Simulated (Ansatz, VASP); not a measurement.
## Two plane-wave programs on Zr2Ge2W

Contents of INCAR:

```
SYSTEM = Zr2Ge2W
ALGO = Normal
EDIFF = 1E-6
ENCUT = 520
GGA = PE
ISIF = 2
ISMEAR = 0
LASPH = .TRUE.
LCHARG = .FALSE.
LREAL = .FALSE.
LWAVE = .FALSE.
NBANDS = 41
NELM = 80
PREC = Accurate
SIGMA = 0.1
```

Contents of KPOINTS:

```
k-points
0
G
  6 6 2
  0 0 0
```

Contents of POSCAR:

```
Zr2Ge2W
1.0
    3.2413612600      0.0000000000      0.0000000000
   -1.6206806300      2.8071011900      0.0000000000
    0.0000000000      0.0000000000      8.7018039400
Zr Ge W
2 2 1
Direct
    0.6666666700      0.3333333300      0.8658250600
    0.3333333300      0.6666666700      0.1341749400
    0.3333333300      0.6666666700      0.6841193400
    0.6666666700      0.3333333300      0.3158806600
    0.0000000000      0.0000000000      0.0000000000
```

Input for Ansatz:

```yaml
crystal:
  lattice:
    - [3.24136126, 0.0, 0.0]
    - [-1.62068063, 2.80710119, 0.0]
    - [0.0, 0.0, 8.70180394]
  atoms:
    - { symbol: Zr, position: [0.66666667, 0.33333333, 0.86582506] }
    - { symbol: Zr, position: [0.33333333, 0.66666667, 0.13417494] }
    - { symbol: Ge, position: [0.33333333, 0.66666667, 0.68411934] }
    - { symbol: Ge, position: [0.66666667, 0.33333333, 0.31588066] }
    - { symbol: W, position: [0.0, 0.0, 0.0] }
basis:
  ecutwfc: 420
kpoints:
  mp_grid: { grid: [6, 6, 2] }
hamiltonian:
  xc: pbe
scf:
  occupations: { method: gaussian, width: 0.1 }
  lower_state_search: "off"
output:
  forces: true
  stress: true
  eigenvalues: true
```

Change from the starting cell: species swapped into the Ta2CS2 type (P-3m1, No. 164).

Alike in both runs: task single point; functional PBE; k mesh 6 × 6 × 2; occupations gaussian, width 0.1 eV; no spin polarisation.

|  | VASP | Ansatz |
| --- | --- | --- |
| version | VASP 6.6.1 | Ansatz 0.2.0 |
| potentials or method | VASP PAW PBE potentials, release 64 (Zr_sv, Ge_d, W_sv), cutoff 520 eV | scalar-relativistic, plane waves, PAW |
| valence electrons in the cell | 66 | 66 |

Ansatz gave:

| Property | Result |
| --- | --- |
| gap on the k mesh at the Fermi level (eV) | none |
| rms of the force components (eV/Å) | 4.718 |

Task: Which values does VASP return?

Result: gap on the k mesh at the Fermi level (eV): none; rms of the force components (eV/Å): 4.887.

Atom by atom the forces differ by 0.181 eV/Å (rms over components). A gap of «none» marks a metal or a gap that the smearing closes. With one functional, cell and mesh, what is left measures potentials, basis and numerics.

The k mesh is coarse, so the values compare programs but aren't converged. Neither program's run includes spin-orbit coupling.
